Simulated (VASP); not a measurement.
Set up this calculation in VASP 6.6.1, as the native input.

```yaml
Task: single point
Functional: r2SCAN
Potentials_or_basis: VASP PAW PBE potentials, release 64 (C, Ti_sv, H)
Cutoff: 520 eV
k_mesh: 12 × 12 × 1
Occupations: gaussian, width 0.1 eV
Spin: no spin polarisation
Dipole_correction: yes
Further_INCAR_settings: ALGO = Normal; EDIFF = 1e-06; NBANDS = 48
```

Ti4HC6, a slab with vacuum:

```xyz
11
Lattice="3.0604 0.0000 0.0000 -1.5302 2.6503 0.0000 0.0000 0.0000 30.0951" Properties=species:S:1:pos:R:3 pbc="T T T"
C     0.0000    1.7669    8.5000
C     0.0000    0.0000   10.9988
C     1.5302    0.8834   13.4906
C     0.0000    1.7669   16.0340
C     0.0000    0.0000   18.8007
C     0.0000    1.7669   19.3024
Ti    1.5302    0.8834    9.7494
Ti    0.0000    1.7669   12.2482
Ti    0.0000    0.0000   14.7046
Ti    1.5302    0.8834   17.1195
H     0.0000    1.7669   20.3977
```

These files were run (other wordings do the same):

POSCAR

```
Ti4HC6
1.0
    3.0603581490      0.0000000000      0.0000000000
   -1.5301790745      2.6503479017      0.0000000000
    0.0000000000      0.0000000000     30.0950878602
C Ti H
6 4 1
Direct
    0.3333333333      0.6666666667      0.2824381187
    0.0000000000      0.0000000000      0.3654673485
    0.6666666667      0.3333333333      0.4482670300
    0.3333333333      0.6666666667      0.5327766324
    0.0000000000      0.0000000000      0.6247107415
    0.3333333333      0.6666666667      0.6413808904
    0.6666666667      0.3333333333      0.3239527337
    0.3333333333      0.6666666667      0.4069819635
    0.0000000000      0.0000000000      0.4886051604
    0.6666666667      0.3333333333      0.5688483520
    0.3333333333      0.6666666667      0.6777753431
```

INCAR.step1

```
ALGO = Normal
DIPOL = 0.5 0.5 0.487
EDIFF = 1E-4
ENCUT = 520
GGA = PE
IDIPOL = 3
ISMEAR = 0
LASPH = True
LCHARG = False
LDIPOL = True
LREAL = False
LWAVE = True
NBANDS = 48
NELM = 80
PREC = Accurate
SIGMA = 0.1
```

INCAR.step2

```
ALGO = Normal
DIPOL = 0.5 0.5 0.487
EDIFF = 1E-6
ENCUT = 520
IDIPOL = 3
ISIF = 2
ISMEAR = 0
ISTART = 1
LASPH = True
LCHARG = False
LDIPOL = True
LMIXTAU = True
LREAL = False
LWAVE = False
METAGGA = R2SCAN
NBANDS = 48
NELM = 80
PREC = Accurate
SIGMA = 0.1
```

KPOINTS

```
k-points
0
Gamma
  12 12 1
```

Potentials or basis: VASP PAW PBE potentials, release 64 (C, Ti_sv, H).

Command:

```sh
$ cat potpaw_PBE.64/C/POTCAR potpaw_PBE.64/Ti_sv/POTCAR potpaw_PBE.64/H/POTCAR > POTCAR
$ cp INCAR.step1 INCAR
$ mpirun -np 1 vasp_std > vasp.out
$ cp INCAR.step2 INCAR
$ mpirun -np 1 vasp_std > vasp.out
```

Results of the run:

```yaml
Largest_force: 1.043 eV/Å
Band_gap_on_the_k_mesh: zero (an odd number of electrons rules out a gap without spin polarisation)
```

Caveat: the PAW data sets were made with another functional, which shifts forces and pressure a little.

Run time: 38 min on 1 thread of Intel(R) Xeon(R) Platinum 8259CL CPU @ 2.50GHz (Skylake/Cascade Lake) (shared host), peak memory 0.49 GiB.
